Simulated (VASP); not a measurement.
A run of VASP 6.6.1:

Contents of POSCAR:

```
Au
1.0
   -1.6821280350      1.6821280350      1.6075509300
    1.6821280350     -1.6821280350      1.6075509300
    1.6821280350      1.6821280350     -1.6075509300
Au
1
Direct
    0.0000000000      0.0000000000      0.0000000000
```

Contents of INCAR.step1:

```
  PREC = Accurate
  ENCUT = 520
  ISMEAR = 0
  SIGMA = 0.15
  LREAL = F
  LASPH = T
  NELM = 100
  NBANDS = 12
  GGA = PE
  ALGO = Normal
  EDIFF = 1E-4
  LWAVE = T
  LCHARG = F
```

Contents of INCAR.step2:

```
  PREC = Accurate
  ENCUT = 520
  EDIFF = 1E-7
  ISMEAR = 0
  SIGMA = 0.15
  LREAL = F
  LASPH = T
  NELM = 100
  ALGO = Normal
  ISIF = 2
  LWAVE = F
  LCHARG = T
  METAGGA = R2SCAN
  LMIXTAU = T
  LELF = T
  LVHAR = T
  NBANDS = 12
  ISTART = 1
```

Contents of KPOINTS:

```
regular mesh
0
Gamma
  20 20 20
```

Potentials or basis: VASP PAW PBE potentials, release 64 (Au).

Run with:

```console
$ cat potpaw_PBE.64/Au/POTCAR > POTCAR
$ cp INCAR.step1 INCAR
$ mpirun -np 1 vasp_std > vasp.out
$ cp INCAR.step2 INCAR
$ mpirun -np 1 vasp_std > vasp.out
```

Hardware: 1 thread of Intel Xeon 6975P-C, with other jobs on the host.

Q: How long does it take, and how much memory?

A: Wall time 4.3 min on 1 thread of Intel Xeon 6975P-C, with other jobs on the host, peak memory 0.26 GiB. Counts: k points 641.
